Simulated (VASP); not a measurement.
# HfN (Fmmm) in VASP: notebook

HfN is run at these levels: r2SCAN; tasks: single point.

Program: VASP 6.6.1. These are calculated values, not measurements. Logs are shortened: lines on timing, memory, paths and dates and some standing lists are left out, and cuts for length are marked.

### Step 1. The cell of the first run

It takes space group Fmmm (No. 69, orthorhombic). Conventional cell: a = 4.439 Å, b = 4.518 Å, c = 4.597 Å, α = 90.00°, β = 90.00°, γ = 90.00°. Within 2.9 Å of Hf (site symmetry mmm) lie 6 N at 2.22 to 2.30 Å. N (site symmetry mmm) has 6 Hf at 2.22 to 2.30 Å within 2.9 Å.

### Step 2. Single point, r2SCAN (strain +0.0175 x Voigt [1, -1, 0, 0, 0, 0])

The input, POSCAR:

```
HfN
1.0
    0.0000000000      2.2194675000      2.2590000000
    2.2985325000      0.0000000000      2.2590000000
    2.2985325000      2.2194675000      0.0000000000
Hf N
1 1
Direct
    0.0000000000      0.0000000000      0.0000000000
    0.5000000000      0.5000000000      0.5000000000
```

The input, INCAR.step1:

```
PREC     = Accurate       # precision mode
ENCUT    = 520            # plane-wave cutoff, eV
ISMEAR   = 0              # smearing method
SIGMA    = 0.15           # smearing width, eV
LREAL    = F              # projectors in reciprocal space
LASPH    = T              # aspherical terms in the spheres
NELM     = 80             # most SCF steps
NBANDS   = 14             # bands
GGA      = PE             # functional
ALGO     = Normal         # electronic algorithm
EDIFF    = 1E-4           # SCF threshold, eV
LWAVE    = T              # write WAVECAR
LCHARG   = F              # write CHGCAR
```

The input, INCAR.step2:

```
PREC     = Accurate       # precision mode
ENCUT    = 520            # plane-wave cutoff, eV
EDIFF    = 1E-6           # SCF threshold, eV
ISMEAR   = 0              # smearing method
SIGMA    = 0.15           # smearing width, eV
LREAL    = F              # projectors in reciprocal space
LASPH    = T              # aspherical terms in the spheres
NELM     = 80             # most SCF steps
ALGO     = Normal         # electronic algorithm
ISIF     = 2              # what is computed and relaxed
LWAVE    = F              # write WAVECAR
LCHARG   = F              # write CHGCAR
METAGGA  = R2SCAN         # meta-GGA
LMIXTAU  = T            
NBANDS   = 14             # bands
ISTART   = 1
```

The input, KPOINTS:

```
Automatic mesh
0
Gamma
  18 18 18
```

Potentials or basis: VASP PAW PBE potentials, release 64 (Hf_pv, N).

Command:

```console
$ cat potpaw_PBE.64/Hf_pv/POTCAR potpaw_PBE.64/N/POTCAR > POTCAR
$ cp INCAR.step1 INCAR
$ mpirun -np 1 vasp_std > vasp.out
$ cp INCAR.step2 INCAR
$ mpirun -np 1 vasp_std > vasp.out
```

OUTCAR:

```text
PREC = Accurate
   ENCUT = 520
   EDIFF = 1E-6
   ISMEAR = 0
   LREAL = F
   LASPH = T
   NELM = 80
   ISIF = 2
   METAGGA = R2SCAN
   ISTART = 1

 ion  position               nearest neighbor table
   1  0.000  0.000  0.000-   2 2.22   2 2.22   2 2.26   2 2.26   2 2.30   2 2.30
   2  0.500  0.500  0.500-   1 2.22   1 2.22   1 2.26   1 2.26   1 2.30   1 2.30

  LATTYP: Found a face centered orthorhombic cell.
 ALAT       =     4.4389350000
 B/A-ratio  =     1.0178117048
 C/A-ratio  =     1.0356234097

  Lattice vectors:

 A1 = (  -2.2985325000,   0.0000000000,  -2.2590000000)
 A2 = (  -2.2985325000,   2.2194675000,   0.0000000000)
 A3 = (   0.0000000000,   2.2194675000,  -2.2590000000)

Analysis of symmetry for initial positions (statically):
=====================================================================
 Subroutine PRICEL returns:
 Original cell was already a primitive cell.

 Routine SETGRP: Setting up the symmetry group for a
 face centered orthorhombic supercell.

 Subroutine GETGRP returns: Found  8 space group operations
 (whereof  8 operations were pure point group operations)
 out of a pool of  8 trial point group operations.

The static configuration has the point symmetry D_2h.

Analysis of symmetry for dynamics (positions and initial velocities):
=====================================================================
 Subroutine PRICEL returns:
 Original cell was already a primitive cell.

 Routine SETGRP: Setting up the symmetry group for a
 face centered orthorhombic supercell.

 Subroutine GETGRP returns: Found  8 space group operations
 (whereof  8 operations were pure point group operations)
 out of a pool of  8 trial point group operations.

The dynamic configuration has the point symmetry D_2h.

 Subroutine INISYM returns: Found  8 space group operations
 (whereof  8 operations are pure point group operations),
 and found     1 'primitive' translations

----------------------------------------------------------------------------------------

                                     Primitive cell

  volume of cell :      23.0487

  direct lattice vectors                    reciprocal lattice vectors
     0.000000000  2.219467500  2.259000000    -0.217530098  0.225279262  0.221336875
     2.298532500  0.000000000  2.259000000     0.217530098 -0.225279262  0.221336875
     2.298532500  2.219467500  0.000000000     0.217530098  0.225279262 -0.221336875

  length of vectors
     3.166878113  3.222783371  3.195197590     0.383484161  0.383484161  0.383484161

  position of ions in fractional coordinates (direct lattice)
     0.000000000  0.000000000  0.000000000
     0.500000000  0.500000000  0.500000000

  ion indices of the primitive-cell ions
   primitive index   ion index
                 1           1
                 2           2

----------------------------------------------------------------------------------------

 KPOINTS: Automatic mesh

Automatic generation of k-mesh.
 Grid dimensions read from file:
 generate k-points for:   18   18   18

 Generating k-lattice:

  Cartesian coordinates                     Fractional coordinates (reciprocal lattice)
    -0.012085005  0.012515515  0.012296493     0.055555556 -0.000000000 -0.000000000
     0.012085005 -0.012515515  0.012296493     0.000000000  0.055555556  0.000000000
     0.012085005  0.012515515 -0.012296493     0.000000000  0.000000000  0.055555556

  Length of vectors
     0.021304676  0.021304676  0.021304676

  Shift w.r.t. Gamma in fractional coordinates (k-lattice)
     0.000000000  0.000000000  0.000000000

 Subroutine IBZKPT returns following result:
 ===========================================

 Found    865 irreducible k-points:

 Following reciprocal coordinates:
            Coordinates               Weight
  0.000000  0.000000  0.000000      1.000000
  0.055556 -0.000000  0.000000      8.000000
  0.111111 -0.000000  0.000000      8.000000
  0.166667  0.000000  0.000000      8.000000
  0.222222  0.000000  0.000000      8.000000
  0.277778  0.000000  0.000000      8.000000
[... 16 lines left out ...]
 -0.277778  0.055556  0.000000      8.000000
 -0.222222  0.055556 -0.000000      8.000000
 [... further k-points ...]
   k-points           NKPTS =    865   k-points in BZ     NKDIM =    865   number of bands    NBANDS=     14
   number of dos      NEDOS =    301   number of ions     NIONS =      2
   total plane-waves  NPLWV =  13824
   dimension x,y,z NGX =    24 NGY =   24 NGZ =   24
   dimension x,y,z NGXF=    48 NGYF=   48 NGZF=   48
   ions per type =               1   1
   NGX,Y,Z   is equivalent  to a cutoff of  12.60, 12.38, 12.49 a.u.
   NGXF,Y,Z  is equivalent  to a cutoff of  25.20, 24.76, 24.97 a.u.
 SYSTEM =  unknown system
   PREC   = accura    normal or accurate (medium, high low for compatibility)
   ISTART =      1    job   : 0-new  1-cont  2-samecut
   ICHARG =      0    charge: 1-file 2-atom 10-const
   ISPIN  =      1    spin polarized calculation?
   LNONCOLLINEAR =      F non collinear calculations
   LSORBIT =      F    spin-orbit coupling
   LASPH  =      T    aspherical Exc in radial PAW
   ENCUT  =  520.0 eV  38.22 Ry    6.18 a.u.   5.89  5.99  5.94*2*pi/ulx,y,z
   NELM   =     80;   NELMIN=  2; NELMDL=  0     # of ELM steps
   EDIFF  = 0.1E-05   stopping-criterion for ELM
   LREAL  =      F    real-space projection
   EDIFFG = 0.1E-04   stopping-criterion for IOM
   NSW    =      0    number of steps for IOM
   IBRION =     -1    ionic relax: 0-MD 1-quasi-New 2-CG
   NFREE  =      0    steps in history (QN), initial steepest desc. (CG)
   ISIF   =      2    stress and relaxation
   ISYM   =      2    0-nonsym 1-usesym 2-fastsym
   POTIM  = 0.5000    time-step for ionic-motion
   TEBEG  =    0.0;   TEEND  =   0.0 temperature during run
   PSTRESS=    0.0 pullay stress
   NELECT =      15.0000    total number of electrons
   NUPDOWN=      -1.0000    fix difference up-down
   EMIN   =  10.00;   EMAX   =-10.00  energy-range for DOS
   EFERMI =   0.00;   METHOD = LEGACY
   ISMEAR =     0;   SIGMA  =   0.15  broadening in eV -4-tet -1-fermi 0-gaus
   EFERMI_NEDOS =   21; number of points for ismear=-14 and -15
   IALGO  =     38    algorithm
   IMIX   =      4    mixing-type and parameters
     AMIX     =   0.40;   BMIX     =  1.00
     AMIX_MAG =   1.60;   BMIX_MAG =  1.00
  volume/ion in A,a.u.               =      11.52        77.77
  Fermi-wavevector in a.u.,A,eV,Ry     =   1.418698  2.680951 27.384510  2.012705
  Thomas-Fermi vector in A             =   2.539796
   LORBIT       =      0    0 simple, 1 ext, 2 COOP (PROOUT), +10 PAW based schemes
   METAGGA = R2SCAN    functional components
   LHFCALC =     F    Hartree Fock is set to
   AEXX    =    0.0000 exact exchange contribution
   IVDW    =     0    specifies the selected vdW correction
   LEPSILON=     F    determine dielectric tensor
   LRPA    =     F    only Hartree local field effects (RPA)
 non-spin polarized calculation
 Gauss-broadening in eV      SIGMA  =   0.15
  energy-cutoff  :      520.00
  volume of cell :       23.05
 maximum number of plane-waves:       636
   NGX = 11   NGY = 11   NGZ = 11

 number of electron      15.0000000 magnetization

 Free energy of the ion-electron system (eV)
  ---------------------------------------------------
  ext. energy  EPLUGINS =         0.00000000
  ---------------------------------------------------
  free energy    TOTEN  =       -58.21711586 eV

  energy without entropy =      -58.21064811  energy(sigma->0) =      -58.21388198

 E-fermi :   8.5321     XC(G=0): -13.5622

 val. band max:        8.5259837157   @ k =   0.3333  -0.3889   0.1111
 cond. band min:       8.5387228845   @ k =   0.2222   0.5000   0.0556
 fundamental gap:      0.0127391688
 Fermi energy:         8.5320509701

 k-point     1 :       0.0000    0.0000    0.0000
  band No.  band energies     occupation
      1     -24.0194      2.00000
      2     -23.9946      2.00000
      3     -23.9773      2.00000
      4     -10.1730      2.00000
      5       5.0289      2.00000
      6       5.1015      2.00000
      7       5.1908      2.00000
      8       8.0002      2.00000
      9       8.2034      1.99805
     10       8.4030      1.77631
     11       9.9589      0.00000
     12      10.5446      0.00000
     13      11.2074      0.00000
     14      18.5906      0.00000

 k-point     2 :       0.0556   -0.0000    0.0000
  band No.  band energies     occupation
      1     -24.0379      2.00000
      2     -24.0064      2.00000
      3     -23.9845      2.00000
      4     -10.1011      2.00000
      5       4.7587      2.00000
      6       4.8862      2.00000
      7       4.9822      2.00000
      8       8.1181      1.99990
      9       8.3051      1.96765
     10       8.4887      1.31749
     11      10.2036      0.00000
     12      10.7889      0.00000
     13      11.4436      0.00000
     14      18.8387      0.00000

 k-point     3 :       0.1111   -0.0000    0.0000
  band No.  band energies     occupation
      1     -24.1229      2.00000
      2     -24.0207      2.00000
      3     -23.9918      2.00000
      4      -9.8928      2.00000
      5       4.0149      2.00000
      6       4.4181      2.00000
      7       4.5115      2.00000
      8       8.3842      1.83663
      9       8.5602      0.79095
     10       8.7209      0.07494
     11      10.8562      0.00000
     12      11.4434      0.00000
     13      12.0790      0.00000
     14      19.5375      0.00000
[... 324 lines left out ...]
 k-point    23 :      -0.2778    0.0556    0.0000
  band No.  band energies     occupation
      1     -24.6403      2.00000
      2     -24.0935      2.00000
      3     -24.0304      2.00000
      4      -8.5392      2.00000
      5       0.8936      2.00000
      6       2.5431      2.00000
      7       2.8679      2.00000
      8       9.4023      0.00000
      9      10.1864      0.00000
     10      11.1102      0.00000
     11      13.5638      0.00000
     12      14.5155      0.00000
     13      15.8225      0.00000
     14      19.5208      0.00000

 k-point    24 :      -0.2222    0.0556   -0.0000
  band No.  band energies     occupation
      1     -24.4806      2.00000
      2     -24.0752      2.00000
      3     -24.0183      2.00000
      4      -8.9812      2.00000
      5       1.7179      2.00000
      6       2.9747      2.00000
      7       3.3620      2.00000
      8       8.9744      0.00003
      9       9.5314      0.00000
     10      10.4144      0.00000
     11      12.6823      0.00000
     12      13.6025      0.00000
     13      14.8634      0.00000
     14      19.5210      0.00000

 [... further k-points ...]

------------------------ aborting loop because EDIFF is reached ----------------------------------------

  FORCE on cell =-STRESS in cart. coord.  units (eV):
  Direction    XX          YY          ZZ          XY          YZ          ZX
  --------------------------------------------------------------------------------------
  -------------------------------------------------------------------------------------
  Total       -1.2726769      1.1698943     -0.1449280      0.0000000      0.0000000      0.0000000
  in kB      -88.4673639     81.3226540    -10.0743513      0.0000000      0.0000000      0.0000000
  external PRESSURE =      -5.7396871 kB  Pullay stress =       0.0000000 kB

 VOLUME and BASIS-vectors are now :
 -----------------------------------------------------------------------------
  energy-cutoff  :      520.00
  volume of cell :       23.05
      direct lattice vectors                 reciprocal lattice vectors
     0.000000000  2.219467500  2.259000000    -0.217530098  0.225279262  0.221336875
     2.298532500  0.000000000  2.259000000     0.217530098 -0.225279262  0.221336875
     2.298532500  2.219467500  0.000000000     0.217530098  0.225279262 -0.221336875

 POSITION                                       TOTAL-FORCE (eV/Angst)
 -----------------------------------------------------------------------------------
      0.00000      0.00000      0.00000         0.000000     -0.000000     -0.000000
      2.29853      2.21947      2.25900         0.000000      0.000000      0.000000
 -----------------------------------------------------------------------------------
    total drift:                                0.000000     -0.000000     -0.000000

  FREE ENERGIE OF THE ION-ELECTRON SYSTEM (eV)
  ---------------------------------------------------
  free  energy   TOTEN  =       -58.2171158568 eV

  energy  without entropy=      -58.2106481084  energy(sigma->0) =      -58.21388198
```

It took 11 min on 1 thread of AMD EPYC 9R45 (Zen 5), shared host; peak memory 0.36 GiB.

Results:

```
Free energy : -58.2171 eV
Pressure    : -0.6 GPa
```

Stress tensor (GPa, compression positive):
```
-8.85  0.00  0.00
 0.00  8.13  0.00
 0.00  0.00 -1.01
```

Levels at points of the mesh, in eV from the Fermi level:
```tsv
k point	band 6	band 7	band 8	band 9	band 10	band 11
(0.00, 0.00, 0.00)	-3.43	-3.34	-0.53	-0.33	-0.13	1.43
(0.50, 0.00, 0.00)	-6.66	-6.65	3.38	3.70	3.91	4.60
(0.50, 0.50, 0.00)	-4.20	-4.05	-3.88	4.02	5.30	5.81
(0.50, 0.00, 0.50)	-4.25	-4.18	-3.94	4.12	5.43	5.70
(0.00, 0.50, 0.50)	-4.09	-4.01	-3.84	4.10	5.43	5.66
```

Caveat: the cell differs from its parent crystal (strain +0.0175 x Voigt [1, -1, 0, 0, 0, 0]); the PAW data sets were made with another functional, which shifts forces and pressure a little; spin-orbit coupling is left out, which moves the levels of the heavy elements.

### Step 3. Single point, r2SCAN (strain +0.0125 x Voigt [1, -1, 0, 0, 0, 0])

The input, POSCAR:

```
HfN
1.0
    0.0000000000      2.2307625000      2.2590000000
    2.2872375000      0.0000000000      2.2590000000
    2.2872375000      2.2307625000      0.0000000000
Hf N
1 1
Direct
    0.0000000000      0.0000000000      0.0000000000
    0.5000000000      0.5000000000      0.5000000000
```

The input, INCAR.step1:

```
SYSTEM = HfN
  ALGO = Normal
  EDIFF = 1E-4
  ENCUT = 520
  GGA = PE
  ISMEAR = 0
  LASPH = .True.
  LCHARG = .False.
  LREAL = .False.
  LWAVE = .True.
  NBANDS = 14
  NELM = 80
  PREC = Accurate
  SIGMA = 0.15
```

The input, INCAR.step2:

```
SYSTEM = HfN
  ALGO = Normal
  EDIFF = 1E-6
  ENCUT = 520
  ISIF = 2
  ISMEAR = 0
  ISTART = 1
  LASPH = .True.
  LCHARG = .False.
  LMIXTAU = .True.
  LREAL = .False.
  LWAVE = .False.
  METAGGA = R2SCAN
  NBANDS = 14
  NELM = 80
  PREC = Accurate
  SIGMA = 0.15
```

The input, KPOINTS:

```
k-points
0
Gamma
  18 18 18
  0 0 0
```

Potentials or basis: VASP PAW PBE potentials, release 64 (Hf_pv, N).

Command:

```console
$ cat potpaw_PBE.64/Hf_pv/POTCAR potpaw_PBE.64/N/POTCAR > POTCAR
$ cp INCAR.step1 INCAR
$ mpirun -np 1 vasp_std > vasp.out
$ cp INCAR.step2 INCAR
$ mpirun -np 1 vasp_std > vasp.out
```

It took 11 min on 1 thread of AMD EPYC 9R45 (Zen 5), shared host; peak memory 0.36 GiB.

It converged, with:

- Free energy: -58.2275 eV
- Pressure: -0.9 GPa

Stress tensor (GPa, compression positive):
```
-6.81  0.00  0.00
 0.00  5.20  0.00
 0.00  0.00 -1.13
```

Levels at points of the mesh, in eV from the Fermi level:
```csv
k point,band 5,band 6,band 7,band 8,band 9,band 10,band 11,band 12
"(0.00, 0.00, 0.00)",-3.48,-3.42,-3.36,-0.47,-0.33,-0.19,1.60,2.02
"(0.50, 0.00, 0.00)",-9.34,-6.65,-6.65,3.39,3.72,3.88,4.61,8.80
"(0.50, 0.50, 0.00)",-5.93,-4.18,-4.07,-3.88,4.08,5.38,5.74,5.88
"(0.50, 0.00, 0.50)",-5.79,-4.21,-4.16,-3.92,4.14,5.47,5.66,5.84
"(0.00, 0.50, 0.50)",-6.06,-4.10,-4.04,-3.85,4.12,5.47,5.64,5.82
```

Caveat: the cell differs from its parent crystal (strain +0.0125 x Voigt [1, -1, 0, 0, 0, 0]); the PAW data sets were made with another functional, which shifts forces and pressure a little; spin-orbit coupling is left out, which moves the levels of the heavy elements.

### Step 4. Single point, r2SCAN (strain -0.0200 x Voigt [1, -1, 0, 0, 0, 0])

The input, POSCAR:

```
HfN
1.0
    0.0000000000      2.3041800000      2.2590000000
    2.2138200000      0.0000000000      2.2590000000
    2.2138200000      2.3041800000      0.0000000000
Hf N
1 1
Direct
    0.0000000000      0.0000000000      0.0000000000
    0.5000000000      0.5000000000      0.5000000000
```

The input, INCAR.step1:

```
SYSTEM = HfN
ALGO = Normal
EDIFF = 1E-4
ENCUT = 520
GGA = PE
ISMEAR = 0
LASPH = .True.
LCHARG = .False.
LREAL = .False.
LWAVE = .True.
NBANDS = 14
NELM = 60
PREC = Accurate
SIGMA = 0.15
```

The input, INCAR.step2:

```
SYSTEM = HfN
ALGO = Normal
EDIFF = 1E-6
ENCUT = 520
ISIF = 2
ISMEAR = 0
ISTART = 1
LASPH = .True.
LCHARG = .True.
LELF = .True.
LMIXTAU = .True.
LREAL = .False.
LVHAR = .True.
LWAVE = .False.
METAGGA = R2SCAN
NBANDS = 14
NELM = 60
PREC = Accurate
SIGMA = 0.15
```

KPOINTS is that of step 3.

Command:

```console
$ cat potpaw_PBE.64/Hf_pv/POTCAR potpaw_PBE.64/N/POTCAR > POTCAR
$ cp INCAR.step1 INCAR
$ mpirun -np 1 vasp_std > vasp.out
$ cp INCAR.step2 INCAR
$ mpirun -np 1 vasp_std > vasp.out
```

Run time: 20 min. Hardware: 1 thread of Oxide Virtual Turin-like, shared host; peak memory 0.36 GiB.

The run converged. Its results:

- Free energy: -58.2106 eV
- Pressure: -0.4 GPa

Stress tensor (GPa, compression positive):
```
 9.69  0.00  0.00
 0.00 -9.83  0.00
 0.00  0.00 -0.94
```

Levels at points of the mesh, in eV from the Fermi level:
```tsv
k point	band 6	band 7	band 8	band 9	band 10	band 11
(0.00, 0.00, 0.00)	-3.43	-3.33	-0.56	-0.33	-0.10	1.34
(0.50, 0.00, 0.00)	-6.67	-6.66	3.37	3.70	3.93	4.60
(0.50, 0.50, 0.00)	-4.21	-4.04	-3.88	3.98	5.26	5.84
(0.50, 0.00, 0.50)	-4.09	-3.99	-3.84	4.09	5.41	5.67
(0.00, 0.50, 0.50)	-4.27	-4.19	-3.95	4.12	5.40	5.72
```

Caveat: the cell differs from its parent crystal (strain -0.0200 x Voigt [1, -1, 0, 0, 0, 0]); the PAW data sets were made with another functional, which shifts forces and pressure a little; spin-orbit coupling is left out, which moves the levels of the heavy elements.

### Step 5. Overview

```tsv
cell	gap on the mesh (eV)	pressure (GPa)
a = 3.167, b = 3.223, c = 3.195 Å, angles 59.1, 60.9, 60.0°, 2 atoms	none	-0.6
a = 3.175, b = 3.215, c = 3.195 Å, angles 59.4, 60.6, 60.0°, 2 atoms	none	-0.9
a = 3.227, b = 3.163, c = 3.195 Å, angles 61.0, 59.0, 60.0°, 2 atoms	none	-0.4
```

Alike in all rows: task single point; level r2SCAN; potentials or basis VASP PAW PBE potentials, release 64 (Hf_pv, N); no spin polarisation; k mesh 18 × 18 × 18; cutoff (eV) 520; smearing gaussian 0.15 eV.

Caveats: the PAW data sets were made with another functional, which shifts forces and pressure a little; spin-orbit coupling is left out, which moves the levels of the heavy elements.

Absolute energies hang on the potentials; compare differences alone.
